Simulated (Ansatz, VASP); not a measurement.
Two plane-wave programs on In2Cl

```
In Cl
1.0
     0.00000    4.47800    4.47800
     4.47800    0.00000    4.47800
     4.47800    4.47800    0.00000
In Cl
4 2
Direct
  0.12500 0.12500 0.12500
  0.62500 0.12500 0.12500
  0.12500 0.12500 0.62500
  0.12500 0.62500 0.12500
  0.50000 0.50000 0.50000
  0.75000 0.75000 0.75000
```

Alike in both runs: functional PBE; k mesh 8 × 8 × 8; occupations gaussian, width 0.1 eV; no spin polarisation.

Ansatz relaxed the structure, and its values are those at the end. VASP's run is a single point on that final structure, the one shown.

|  | VASP | Ansatz |
| --- | --- | --- |
| version | VASP 6.6.1 | Ansatz 0.2.0 |
| potentials or method | VASP PAW PBE potentials, release 64 (In_d, Cl), cutoff 520 eV | scalar-relativistic, plane waves, PAW |
| valence electrons in the cell | 66 | 66 |

```tsv
	VASP	Ansatz	Ansatz less VASP
gap on the k mesh at the Fermi level (eV)	none	none	-
pressure (GPa)	0.0	0.0	+0.05
```

A gap of «none» marks a metal or a gap that the smearing closes. With one functional, cell and mesh, what is left measures potentials, basis and numerics.
